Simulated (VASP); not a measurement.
NbC4: single point with PBE

Crystal: NbC4.

```
Nb C
1.0
     3.60223    0.00000    0.00000
     0.00000    3.60223    0.00000
     0.00000    0.00000    3.60223
Nb C
1 4
Direct
  0.00000 0.00000 0.00000
  0.34873 0.65127 0.65127
  0.65127 0.34873 0.65127
  0.65127 0.65127 0.34873
  0.34873 0.34873 0.34873
```

```
Program                : VASP 6.6.1
Task                   : single point
Functional             : PBE
Potentials or basis    : VASP PAW PBE potentials, release 64 (Nb_sv, C_h)
Cutoff                 : 910 eV
k mesh                 : 4 × 4 × 4
Occupations            : gaussian, width 0.1 eV
Spin                   : no spin polarisation
Dipole correction      : no
Second run             : hard_potentials
Further INCAR settings : ALGO = Normal; EDIFF = 1e-06; NBANDS = 22
```

```
Pressure      : -0.5 GPa
Largest force : 0.028 eV/Å
```

Forces in eV/Å, atoms in the order of the input:
```
Nb   0.000  0.000  0.000
C   -0.016  0.016  0.016
C    0.016 -0.016  0.016
C    0.016  0.016 -0.016
C   -0.016 -0.016 -0.016
```

Levels at points of the mesh, in eV from the Fermi level:
| k point | band 10 | band 11 | band 12 | band 13 | band 14 | band 15 | band 16 | band 17 | band 18 | band 19 |
| --- | --- | --- | --- | --- | --- | --- | --- | --- | --- | --- |
| (0.00, 0.00, 0.00) | -5.60 | -5.60 | -2.83 | -2.83 | -2.83 | 1.54 | 1.54 | 3.11 | 3.11 | 3.11 |
| (0.50, 0.00, 0.00) | -3.82 | -3.33 | -3.33 | -2.61 | -2.35 | -1.35 | 0.99 | 1.93 | 1.93 | 1.97 |
| (0.50, 0.50, 0.00) | -6.10 | -4.42 | -4.42 | -0.95 | 0.51 | 0.93 | 1.52 | 2.43 | 2.43 | 4.52 |
| (0.50, 0.50, 0.50) | -4.52 | -4.52 | -3.16 | 0.47 | 0.47 | 1.43 | 1.43 | 1.43 | 2.08 | 2.08 |

Wall time 44 s on 1 thread of AMD EPYC 7R43 64-Core Processor (Zen 3) (shared host), peak memory 0.18 GiB.

Caveat: the k points lie up to 0.44 Å⁻¹ apart; the cutoff is under 1.25 times the usual one of these potentials, so pressure, stress and relaxed cells hold a basis-set (Pulay) error.
